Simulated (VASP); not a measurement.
# KI (Fm-3m) in VASP: settings compared

Aim: see how the results for KI move with the level of theory and the settings. Levels: PBE, LDA, r2SCAN, HSE06. Tasks: single point.

All numbers are computed with VASP 6.6.1; they aren't measurements. Logs are shortened: lines on timing, memory, paths and dates and some standing lists are left out, and cuts for length are marked.

**1. The cell of the first run**

Symmetry: Fm-3m, No. 225, cubic system. The conventional cell has a = 7.089 Å, b = 7.089 Å, c = 7.089 Å, α = 90.00°, β = 90.00°, γ = 90.00°. Within 4.7 Å of K (site symmetry m-3m) lie 6 I at 3.54 Å. Within 4.7 Å of I (site symmetry m-3m) lie 6 K at 3.54 Å.

**2. Single point, PBE**

File INCAR:

```
SYSTEM = KI
PREC = Accurate ; ENCUT = 520
EDIFF = 1E-7 ; ISMEAR = 0
SIGMA = 0.01 ; LREAL = .False.
LASPH = .True. ; NELM = 60
ALGO = Normal ; ISIF = 2
LWAVE = .False. ; LCHARG = .False.
GGA = PE ; NBANDS = 15
```

File KPOINTS:

```
regular mesh
0
Gamma
  4 4 4
  0 0 0
```

File POSCAR:

```
KI
1.0
    0.0000000000      3.5442852436      3.5442852436
    3.5442852436      0.0000000000      3.5442852436
    3.5442852436      3.5442852436      0.0000000000
K I
1 1
Direct
    0.0000000000      0.0000000000      0.0000000000
    0.5000000000      0.5000000000      0.5000000000
```

Potentials or basis: VASP PAW PBE potentials, release 64 (K_sv, I).

Run with:

```console
$ cat potpaw_PBE.64/K_sv/POTCAR potpaw_PBE.64/I/POTCAR > POTCAR
$ mpirun -np 1 vasp_std > vasp.out
```

OUTCAR:

```text
SYSTEM = KI
   PREC = Accurate
   ENCUT = 520
   EDIFF = 1E-7
   ISMEAR = 0
   LREAL = .False.
   LASPH = .True.
   NELM = 60
   ISIF = 2
   GGA = PE

 ion  position               nearest neighbor table
   1  0.000  0.000  0.000-   2 3.54   2 3.54   2 3.54   2 3.54   2 3.54   2 3.54
   2  0.500  0.500  0.500-   1 3.54   1 3.54   1 3.54   1 3.54   1 3.54   1 3.54

  LATTYP: Found a face centered cubic cell.
 ALAT       =     7.0885704872

  Lattice vectors:

 A1 = (   0.0000000000,   3.5442852436,   3.5442852436)
 A2 = (   3.5442852436,   0.0000000000,   3.5442852436)
 A3 = (   3.5442852436,   3.5442852436,   0.0000000000)

Analysis of symmetry for initial positions (statically):
=====================================================================
 Subroutine PRICEL returns:
 Original cell was already a primitive cell.

 Routine SETGRP: Setting up the symmetry group for a
 face centered cubic supercell.

 Subroutine GETGRP returns: Found 48 space group operations
 (whereof 48 operations were pure point group operations)
 out of a pool of 48 trial point group operations.

The static configuration has the point symmetry O_h .

Analysis of symmetry for dynamics (positions and initial velocities):
=====================================================================
 Subroutine PRICEL returns:
 Original cell was already a primitive cell.

 Routine SETGRP: Setting up the symmetry group for a
 face centered cubic supercell.

 Subroutine GETGRP returns: Found 48 space group operations
 (whereof 48 operations were pure point group operations)
 out of a pool of 48 trial point group operations.

The dynamic configuration has the point symmetry O_h .

 Subroutine INISYM returns: Found 48 space group operations
 (whereof 48 operations are pure point group operations),
 and found     1 'primitive' translations

----------------------------------------------------------------------------------------

                                     Primitive cell

  volume of cell :      89.0463

  direct lattice vectors                    reciprocal lattice vectors
     0.000000000  3.544285244  3.544285244    -0.141072167  0.141072167  0.141072167
     3.544285244  0.000000000  3.544285244     0.141072167 -0.141072167  0.141072167
     3.544285244  3.544285244  0.000000000     0.141072167  0.141072167 -0.141072167

  length of vectors
     5.012376260  5.012376260  5.012376260     0.244344161  0.244344161  0.244344161

  position of ions in fractional coordinates (direct lattice)
     0.000000000  0.000000000  0.000000000
     0.500000000  0.500000000  0.500000000

  ion indices of the primitive-cell ions
   primitive index   ion index
                 1           1
                 2           2
[... 69 lines left out ...]
   EFERMI =   0.00;   METHOD = LEGACY
   ISMEAR =     0;   SIGMA  =   0.01  broadening in eV -4-tet -1-fermi 0-gaus
   EFERMI_NEDOS =   21; number of points for ismear=-14 and -15
   IALGO  =     38    algorithm
   IMIX   =      4    mixing-type and parameters
     AMIX     =   0.40;   BMIX     =  1.00
     AMIX_MAG =   1.60;   BMIX_MAG =  1.00
  volume/ion in A,a.u.               =      44.52       300.46
  Fermi-wavevector in a.u.,A,eV,Ry     =   0.923796  1.745722 11.611203  0.853399
  Thomas-Fermi vector in A             =   2.049472
   LORBIT       =      0    0 simple, 1 ext, 2 COOP (PROOUT), +10 PAW based schemes
   GGA     = PE    functional components
   LHFCALC =     F    Hartree Fock is set to
   AEXX    =    0.0000 exact exchange contribution
   IVDW    =     0    specifies the selected vdW correction
   LEPSILON=     F    determine dielectric tensor
   LRPA    =     F    only Hartree local field effects (RPA)
 non-spin polarized calculation
 Gauss-broadening in eV      SIGMA  =   0.01
  energy-cutoff  :      520.00
  volume of cell :       89.05
 maximum number of plane-waves:      2421
 NGX is ok and might be reduce to    40
   NGX = 19   NGY = 19   NGZ = 19

 number of electron      15.9999999 magnetization

 Free energy of the ion-electron system (eV)
  ---------------------------------------------------
  ext. energy  EPLUGINS =         0.00000000
  ---------------------------------------------------
  free energy    TOTEN  =        -5.55859450 eV

  energy without entropy =       -5.55859450  energy(sigma->0) =       -5.55859450

 E-fermi :  -0.3195     XC(G=0):  -7.1389

 val. band max:       -0.4646582049   @ k =   0.0000   0.0000   0.0000
 cond. band min:       3.4753066237   @ k =   0.0000   0.0000   0.0000
 fundamental gap:      3.9399648287
 Fermi energy:        -0.3194743266

 k-point     1 :       0.0000    0.0000    0.0000
  band No.  band energies     occupation
      1     -28.9853      2.00000
      2     -12.4717      2.00000
      3     -12.4717      2.00000
      4     -12.4717      2.00000
      5     -10.9518      2.00000
      6      -0.4647      2.00000
      7      -0.4647      2.00000
      8      -0.4647      2.00000
      9       3.4753      0.00000
     10       6.0350      0.00000
     11       6.0350      0.00000
     12       6.0350      0.00000
     13       6.7455      0.00000
     14       6.7455      0.00000
[... 113 lines left out ...]
      2     -12.5190      2.00000
      3     -12.5020      2.00000
      4     -12.5020      2.00000
      5     -10.7574      2.00000
      6      -1.1804      2.00000
      7      -1.1804      2.00000
      8      -1.0524      2.00000
      9       5.9949      0.00000
     10       5.9949      0.00000
     11       6.1436      0.00000
     12       7.6882      0.00000
     13       8.3329      0.00000
     14       9.1568      0.00000
     15       9.5122      0.00000

------------------------ aborting loop because EDIFF is reached ----------------------------------------

  FORCE on cell =-STRESS in cart. coord.  units (eV):
  Direction    XX          YY          ZZ          XY          YZ          ZX
  --------------------------------------------------------------------------------------
  -------------------------------------------------------------------------------------
  Total        0.2716735      0.2716735      0.2716735     -0.0000000      0.0000000     -0.0000000
  in kB        4.8881202      4.8881202      4.8881202     -0.0000000      0.0000000     -0.0000000
  external PRESSURE =       4.8881202 kB  Pullay stress =       0.0000000 kB

 VOLUME and BASIS-vectors are now :
 -----------------------------------------------------------------------------
  energy-cutoff  :      520.00
  volume of cell :       89.05
      direct lattice vectors                 reciprocal lattice vectors
     0.000000000  3.544285244  3.544285244    -0.141072167  0.141072167  0.141072167
     3.544285244  0.000000000  3.544285244     0.141072167 -0.141072167  0.141072167
     3.544285244  3.544285244  0.000000000     0.141072167  0.141072167 -0.141072167

 POSITION                                       TOTAL-FORCE (eV/Angst)
 -----------------------------------------------------------------------------------
      0.00000      0.00000      0.00000         0.000000     -0.000000     -0.000000
      3.54429      3.54429      3.54429         0.000000      0.000000      0.000000
 -----------------------------------------------------------------------------------
    total drift:                                0.000000     -0.000000     -0.000000

  FREE ENERGIE OF THE ION-ELECTRON SYSTEM (eV)
  ---------------------------------------------------
  free  energy   TOTEN  =        -5.5585944999 eV

  energy  without entropy=       -5.5585944999  energy(sigma->0) =       -5.55859450
```

OSZICAR:

```text
N       E                     dE             d eps       ncg     rms          rms(c)
DAV:   1     0.920434925432E+02    0.92043E+02   -0.64320E+03   240   0.910E+02
DAV:   2    -0.126537279792E+00   -0.92170E+02   -0.85467E+02   296   0.214E+02
DAV:   3    -0.537496663758E+01   -0.52484E+01   -0.52209E+01   317   0.448E+01
DAV:   4    -0.563893467937E+01   -0.26397E+00   -0.26389E+00   436   0.919E+00
DAV:   5    -0.564118918147E+01   -0.22545E-02   -0.22545E-02   317   0.829E-01    0.300E+00
DAV:   6    -0.555683883728E+01    0.84350E-01   -0.96534E-02   317   0.178E+00    0.214E+00
DAV:   7    -0.555264197315E+01    0.41969E-02   -0.11306E-01   310   0.168E+00    0.785E-01
DAV:   8    -0.555795359366E+01   -0.53116E-02   -0.11667E-02   268   0.703E-01    0.133E-01
DAV:   9    -0.555841127390E+01   -0.45768E-03   -0.81690E-04   331   0.167E-01    0.789E-02
DAV:  10    -0.555854570368E+01   -0.13443E-03   -0.12736E-04   285   0.597E-02    0.212E-02
DAV:  11    -0.555859437652E+01   -0.48673E-04   -0.63273E-05   268   0.454E-02    0.188E-02
DAV:  12    -0.555859419189E+01    0.18464E-06   -0.26180E-06   317   0.123E-02    0.102E-02
DAV:  13    -0.555859436891E+01   -0.17702E-06   -0.68296E-07   275   0.424E-03    0.275E-03
DAV:  14    -0.555859455235E+01   -0.18344E-06   -0.22625E-07   268   0.231E-03    0.149E-03
DAV:  15    -0.555859449991E+01    0.52440E-07   -0.13084E-08   225   0.796E-04
   1 F= -.55585945E+01 E0= -.55585945E+01  d E =-.758831E-95
```

Run time: 26 s. Hardware: 1 thread of AMD EPYC 7R13, shared host; peak memory 0.2 GiB.

Results:

| Property | Result |
| --- | --- |
| Free energy | -5.5586 eV |
| Pressure | 0.5 GPa |
| Band gap on the k mesh | 3.94 eV |

Levels at points of the mesh, in eV from the valence-band top:
| k point | band 5 | band 6 | band 7 | band 8 | band 9 | band 10 | band 11 | band 12 |
| --- | --- | --- | --- | --- | --- | --- | --- | --- |
| (0.00, 0.00, 0.00) | -10.49 | 0.00 | 0.00 | 0.00 | 3.94 | 6.50 | 6.50 | 6.50 |
| (0.50, 0.00, 0.00) | -10.22 | -1.30 | -0.33 | -0.33 | 5.51 | 7.68 | 8.12 | 8.12 |
| (0.50, 0.50, 0.00) | -10.35 | -0.98 | -0.36 | -0.36 | 4.95 | 5.74 | 8.08 | 8.68 |

Caveat: spin-orbit coupling is left out, which moves the levels of the heavy elements.

(Part 1 of 2 ends here.)
